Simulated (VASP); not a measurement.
A run of VASP 6.6.1 is set up as follows.

File INCAR:

```
SYSTEM = W
  PREC = Accurate
  ENCUT = 520
  EDIFF = 1E-6
  ISMEAR = 0
  SIGMA = 0.15
  LREAL = .FALSE.
  LASPH = .TRUE.
  NELM = 60
  ALGO = Fast
  ISIF = 2
  LWAVE = .FALSE.
  LCHARG = .FALSE.
  GGA = PS
  NBANDS = 13
```

File KPOINTS:

```
Automatic mesh
0
G
  20 20 20
  0 0 0
```

POSCAR

```
W
1.0
   -1.5973000000      1.5973000000      1.6771650000
    1.5973000000     -1.5973000000      1.6771650000
    1.5973000000      1.5973000000     -1.6771650000
W
1
Direct
    0.0000000000      0.0000000000      0.0000000000
```

Potentials or basis: VASP PAW PBE potentials, release 64 (W_sv).

Command:

```sh
$ cat potpaw_PBE.64/W_sv/POTCAR > POTCAR
$ mpirun -np 1 vasp_std > vasp.out
```

(1) Predict the pressure.

(2) What does it give for the band gap on the k mesh?

Results:

(1) -22.8 GPa.

(2) zero (band 7 reaches 14.72 eV, above the bottom of band 8 at 9.35 eV).

Caveat: the cell differs from its parent crystal (strain +0.000 along x and y, +0.050 along z); the PAW data sets were made with another functional, which shifts forces and pressure a little; spin-orbit coupling is left out, which moves the levels of the heavy elements.
